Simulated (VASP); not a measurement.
Cu, 1 atom in the cell. The structure is tetragonal, space group I4/mmm (No. 139). Conventional cell: a = 2.394 Å, b = 2.394 Å, c = 3.742 Å, α = 90.00°, β = 90.00°, γ = 90.00°. Cu (site symmetry 4/mmm) has 12 Cu at 2.39 to 2.52 Å within 3.2 Å.  This cell differs from its parent crystal: strain -0.050 along x and y, +0.050 along z.

```yaml
Program: VASP 6.6.1
Task: single point
Functional: PBEsol
Potentials_or_basis: VASP PAW PBE potentials, release 64 (Cu)
Cutoff: 520 eV
k_mesh: 28 × 28 × 28
Occupations: gaussian, width 0.15 eV
Spin: no spin polarisation
Dipole_correction: no
Further_INCAR_settings: ALGO = Fast; EDIFF = 1e-07; NBANDS = 12
```

Potentials or basis: VASP PAW PBE potentials, release 64 (Cu).

The run is started by

```console
$ cat potpaw_PBE.64/Cu/POTCAR > POTCAR
$ mpirun -np 1 vasp_std > vasp.out
```

Hardware: 1 thread of Intel(R) Xeon(R) Platinum 8175M CPU @ 2.50GHz (Skylake/Cascade Lake), with other jobs on the host.

Question: Estimate the wall time of this run.

Answer: It took 7.1 min on 1 thread of Intel(R) Xeon(R) Platinum 8175M CPU @ 2.50GHz (Skylake/Cascade Lake) (shared host), peak memory 0.3 GiB. Counts: scf iterations 14, k points 1639.
